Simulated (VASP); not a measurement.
Write the native input for VASP 6.6.1 that does the following.

* Task: single point
* Functional: PBE
* Potentials or basis: VASP PAW PBE potentials, release 64 (Sr_sv, Be)
* Cutoff: 600 eV
* k mesh: 4 × 4 × 4
* Occupations: gaussian, width 0.1 eV
* Spin: no spin polarisation
* Dipole correction: no
* Further INCAR settings: ALGO = Normal; EDIFF = 1e-06; NBANDS = 31

The structure of Sr2Be lies in POSCAR:

```
Sr2Be
1.0
   -3.8414493390      3.8414493390      3.6163192543
    3.8414493390     -3.8414493390      3.6163192543
    3.8414493390      3.8414493390     -3.6163192543
Sr Be
4 2
Direct
    0.6870834480      0.1870834480      0.8741668959
    0.1870834480      0.3129165520      0.5000000000
    0.3129165520      0.8129165520      0.1258331041
    0.8129165520      0.6870834480      0.5000000000
    0.2500000000      0.2500000000      0.0000000000
    0.7500000000      0.7500000000      0.0000000000
```

These files were run (other wordings do the same):

INCAR

```
SYSTEM = Sr2Be
PREC = Accurate
ENCUT = 600
EDIFF = 1E-6
ISMEAR = 0
SIGMA = 0.1
LREAL = .FALSE.
LASPH = .TRUE.
NELM = 120
ALGO = Normal
ISIF = 2
LWAVE = .FALSE.
LCHARG = .TRUE.
GGA = PE
LELF = .TRUE.
LVHAR = .TRUE.
NBANDS = 31
GGA_COMPAT = .FALSE.
```

KPOINTS

```
regular mesh
0
G
  4 4 4
  0 0 0
```

Potentials or basis: VASP PAW PBE potentials, release 64 (Sr_sv, Be).

Launch:

```console
$ cat potpaw_PBE.64/Sr_sv/POTCAR potpaw_PBE.64/Be/POTCAR > POTCAR
$ mpirun -np 1 vasp_std > vasp.out
```

Results of the run:

```yaml
Pressure: 0.2 GPa
Largest_force: 0.006 eV/Å
Band_gap_on_the_k_mesh: zero (bands 22 and 23 overlap by 0.41 eV)
```

It took 65 s on 1 thread of Intel(R) Xeon(R) 6975P-C (Granite Rapids) (shared host), peak memory 0.43 GiB.
